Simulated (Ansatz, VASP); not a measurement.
CuO in VASP and in Ansatz

The input INCAR:

```
SYSTEM = CuO
PREC = Accurate
ENCUT = 520
EDIFF = 1E-6
ISMEAR = 0
SIGMA = 0.05
LREAL = .False.
LASPH = .True.
NELM = 150
ALGO = Normal
ISIF = 2
LWAVE = .False.
LCHARG = .True.
ISPIN = 2
MAGMOM = 1 1 0 0
LORBIT = 11
LMAXMIX = 4
LDAU = .True.
LDAUTYPE = 2
LDAUL = 2 -1
LDAUU = 6 0
LDAUJ = 0 0
LDAUPRINT = 1
GGA = PS
LELF = .True.
LVHAR = .True.
NBANDS = 29
```

Contents of KPOINTS:

```
Automatic mesh
0
Gamma
  8 8 5
  0 0 0
```

POSCAR

```
CuO
1.0
    2.3446497600     -1.7133998200      0.0000000000
    2.3446497600      1.7133998200      0.0000000000
   -0.8605499100      0.0000000000      5.0594394800
Cu O
2 2
Direct
    0.0032000000      0.4968000000      0.0000000000
    0.4968000000      0.0032000000      0.5000000000
    0.5714000000      0.4056000000      0.2537000000
    0.4056000000      0.5714000000      0.7537000000
```

Input for Ansatz:

```yaml
crystal:
  lattice:
    - [2.34464976, -1.71339982, 0.0]
    - [2.34464976, 1.71339982, 0.0]
    - [-0.86054991, 0.0, 5.05943948]
  atoms:
    - { symbol: Cu, position: [0.0032, 0.4968, 0.0], spin: 1.0 }
    - { symbol: Cu, position: [0.4968, 0.0032, 0.5], spin: 1.0 }
    - { symbol: O, position: [0.5714, 0.4056, 0.2537] }
    - { symbol: O, position: [0.4056, 0.5714, 0.7537] }
basis:
  ecutwfc: 420
  ecutrho_ratio: 4
kpoints:
  mp_grid: { grid: [8, 8, 5] }
hamiltonian:
  xc: pbesol
  hubbard:
    sites: [{ site: 0, l: d, u_eff: 6.0 }, { site: 1, l: d, u_eff: 6.0 }]
scf:
  occupations: { method: gaussian, width: 0.05 }
output:
  forces: true
  stress: true
  eigenvalues: true
  populations: true
  hubbard: { sites: [{ site: 0, l: d }, { site: 1, l: d }] }
magnetization:
  spin_polarized: true
```

Alike in both runs: task single point; functional PBEsol; k mesh 8 × 8 × 5; occupations gaussian, width 0.05 eV; collinear spin; Hubbard terms Cu d U = 6.0 eV.

|  | VASP | Ansatz |
| --- | --- | --- |
| version | VASP 6.6.1 | Ansatz 0.2.0 |
| potentials or method | VASP PAW PBE potentials, release 64 (Cu, O), cutoff 520 eV | scalar-relativistic, plane waves, PAW |
| valence electrons in the cell | 34 | 50 |

VASP gave:

```
pressure (GPa)                                                : -5.1
traceless stress, the component that is largest in VASP (GPa) : 1.37
rms of the force components (eV/Å)                            : 0.417
net moment per atom (μB)                                      : 0.50
size of the moment on the site where the two differ most (μB) : 0.69
```

Which values does Ansatz return?

Pressure (GPa): 0.8; traceless stress, the component that is largest in VASP (GPa): 0.62; rms of the force components (eV/Å): 0.473; net moment per atom (μB): 0.50; size of the moment on the site where the two differ most (μB): 0.63.

VASP's potentials were made for PBE, not for PBEsol. Site moments also hang on the region over which each program counts them. The programs project onto different local orbitals, so the same U acts differently, and such runs can settle in different states. Atom by atom the forces differ by 0.057 eV/Å (rms over components). VASP's potentials hold 34 valence electrons a cell and Ansatz's 50, so a difference there can come from the potentials and not from the codes. Ansatz's warnings: filled band counts differ across k points.
